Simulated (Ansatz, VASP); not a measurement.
## One calculation of Te2Mo, two programs

Contents of POSCAR:

```
Te2Mo
1.0
    3.5421311195      0.0000000000      0.0000000000
   -1.7710655598      3.0675755330      0.0000000000
    0.0000000000      0.0000000000     14.1766720015
Mo Te
2 4
Direct
    0.3333333333      0.6666666667      0.2500000000
    0.6666666667      0.3333333333      0.7500000000
    0.6666666667      0.3333333333      0.3765845055
    0.6666666667      0.3333333333      0.1234154945
    0.3333333333      0.6666666667      0.8765845055
    0.3333333333      0.6666666667      0.6234154945
```

File INCAR.step1:

```
PREC = Accurate ; ENCUT = 520
ISMEAR = 0 ; SIGMA = 0.01
LREAL = F ; LASPH = T
NELM = 80 ; NBANDS = 35
GGA = PE ; ALGO = Normal
EDIFF = 1E-4 ; LWAVE = T
LCHARG = F
```

File INCAR.step2:

```
PREC = Accurate ; ENCUT = 520
EDIFF = 1E-6 ; ISMEAR = 0
SIGMA = 0.01 ; LREAL = F
LASPH = T ; NELM = 80
ALGO = Normal ; ISIF = 2
LWAVE = F ; LCHARG = F
METAGGA = R2SCAN ; LMIXTAU = T
NBANDS = 35 ; ISTART = 1
```

KPOINTS

```
Automatic mesh
0
Gamma
  12 12 2
```

Input for Ansatz:

```yaml
crystal:
  lattice:
    - [3.5421311195, 0.0, 0.0]
    - [-1.7710655598, 3.067575533, 0.0]
    - [0.0, 0.0, 14.1766720015]
  atoms:
    - { symbol: Mo, position: [0.3333333333, 0.6666666667, 0.25] }
    - { symbol: Mo, position: [0.6666666667, 0.3333333333, 0.75] }
    - { symbol: Te, position: [0.6666666667, 0.3333333333, 0.3765845055] }
    - { symbol: Te, position: [0.6666666667, 0.3333333333, 0.1234154945] }
    - { symbol: Te, position: [0.3333333333, 0.6666666667, 0.8765845055] }
    - { symbol: Te, position: [0.3333333333, 0.6666666667, 0.6234154945] }
kpoints:
  mp_grid: { grid: [12, 12, 2] }
  band_path:
    path:
      - [0.0, 0.0, 0.0]
      - [0.5, 0.0, 0.0]
      - [0.3333333333, 0.3333333333, 0.0]
      - [0.0, 0.0, 0.5]
      - [0.5, 0.0, 0.5]
      - [0.3333333333, 0.3333333333, 0.5]
      - [0.195312, 0.197917, 0.0]
    npoints: 1
hamiltonian:
  xc: r2scan
scf:
  occupations: { method: fixed }
  n_extra_bands: 5
output:
  forces: true
  stress: true
  eigenvalues: true
  write_density: true
  write_potential: true
  elf: true
  volumetric_format: npy
```

Alike in both runs: task single point; functional r2SCAN; k mesh 12 × 12 × 2; no spin polarisation.

```csv
,VASP,Ansatz
version,VASP 6.6.1,Ansatz 0.2.0
potentials or method,"VASP PAW PBE potentials, release 64 (Mo_sv, Te)","plane waves, PAW"
plane-wave cutoff (eV),520,500
occupations,"gaussian, width 0.01 eV",fixed
valence electrons in the cell,52,92
```

Ansatz gave:

```
gap on the k mesh at the Fermi level (eV)                     : 0.93
pressure (GPa)                                                : 1.2
traceless stress, the component that is largest in VASP (GPa) : -0.07
rms of the force components (eV/Å)                            : 0.016
```

Problem. Estimate VASP's values.

Solution. gap on the k mesh at the Fermi level (eV): 0.93; pressure (GPa): 1.3; traceless stress, the component that is largest in VASP (GPa): -0.01; rms of the force components (eV/Å): 0.004.

VASP's potentials were made for PBE, not for r2SCAN. Atom by atom the forces differ by 0.012 eV/Å (rms over components). VASP's potentials hold 52 valence electrons a cell and Ansatz's 92, so a difference there can come from the potentials and not from the codes.

Neither program's run includes spin-orbit coupling.
